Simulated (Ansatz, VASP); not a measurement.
One calculation of TiCo, two programs

```
Ti Co
1.0
     2.67639    0.00000    0.00000
     0.00000    2.67639    0.00000
     0.00000    0.00000    2.67639
Ti Co
1 1
Direct
  0.00000 0.00000 0.00000
  0.50000 0.50000 0.50000
```

Change from the starting cell: volume scaled by 0.72, no spin polarisation, PAW files.

Alike in both runs: task single point; functional PBE; k mesh 13 × 13 × 13; occupations fermi-dirac, width 0.03 eV; no spin polarisation.

|  | VASP | Ansatz |
| --- | --- | --- |
| version | VASP 6.6.1 | Ansatz 0.2.0 |
| potentials or method | VASP PAW PBE potentials, release 64 (Ti_sv, Co) | PAW with Ansatz's default frozen-core files, scalar-relativistic |
| plane-wave cutoff (eV) | 520 | 420 |
| valence electrons in the cell | 21 | 29 |

|  | VASP | Ansatz | Ansatz less VASP |
| --- | --- | --- | --- |
| pressure (GPa) | 104.8 | 106.2 | +1.48 |

Both programs put the cell under a high pressure, so it lies far from rest at this level. VASP's potentials hold 21 valence electrons a cell and Ansatz's 29, so a difference there can come from the potentials and not from the codes.

Noted on VASP's run: the cell as given lies far from equilibrium.
